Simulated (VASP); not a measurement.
A run of VASP 6.6.1:

File POSCAR:

```
CdS
1.0
    4.2062472956      0.0000000000      0.0000000000
   -2.1031236478      3.6427170126      0.0000000000
    0.0000000000      0.0000000000      6.8336705949
Cd S
2 2
Direct
    0.3333333333      0.6666666667     -0.0009631164
    0.6666666667      0.3333333333      0.4990368836
    0.3333333333      0.6666666667      0.3759631164
    0.6666666667      0.3333333333      0.8759631164
```

INCAR.step1

```
PREC     = Accurate       # precision mode
ENCUT    = 520            # plane-wave cutoff, eV
ISMEAR   = 0              # smearing method
SIGMA    = 0.01           # smearing width, eV
LREAL    = False          # projectors in reciprocal space
LASPH    = True           # aspherical terms in the spheres
NELM     = 80             # most SCF steps
NBANDS   = 26             # bands
GGA      = PE             # functional
ALGO     = Normal         # electronic algorithm
EDIFF    = 1E-4           # SCF threshold, eV
LWAVE    = True           # write WAVECAR
LCHARG   = False          # write CHGCAR
```

Contents of INCAR.step2:

```
PREC     = Accurate       # precision mode
ENCUT    = 520            # plane-wave cutoff, eV
EDIFF    = 1E-7           # SCF threshold, eV
ISMEAR   = 0              # smearing method
SIGMA    = 0.01           # smearing width, eV
LREAL    = False          # projectors in reciprocal space
LASPH    = True           # aspherical terms in the spheres
NELM     = 80             # most SCF steps
ALGO     = Normal         # electronic algorithm
ISIF     = 2              # what is computed and relaxed
LWAVE    = False          # write WAVECAR
LCHARG   = True           # write CHGCAR
METAGGA  = R2SCAN         # meta-GGA
LMIXTAU  = True         
LELF     = True           # ELF
LVHAR    = True         
NBANDS   = 26             # bands
ISTART   = 1
```

The input KPOINTS:

```
regular mesh
0
Gamma
  12 12 4
```

Potentials or basis: VASP PAW PBE potentials, release 64 (Cd, S).

Launch:

```console
$ cat potpaw_PBE.64/Cd/POTCAR potpaw_PBE.64/S/POTCAR > POTCAR
$ cp INCAR.step1 INCAR
$ mpirun -np 1 vasp_std > vasp.out
$ cp INCAR.step2 INCAR
$ mpirun -np 1 vasp_std > vasp.out
```

Hardware: 1 thread of Intel(R) Xeon(R) 6975P-C (Granite Rapids) (shared host).

Q: Estimate the wall time of this run.

A: Run time: 5 min on 1 thread of Intel(R) Xeon(R) 6975P-C (Granite Rapids) (shared host), peak memory 0.32 GiB. Counts: k points 57.
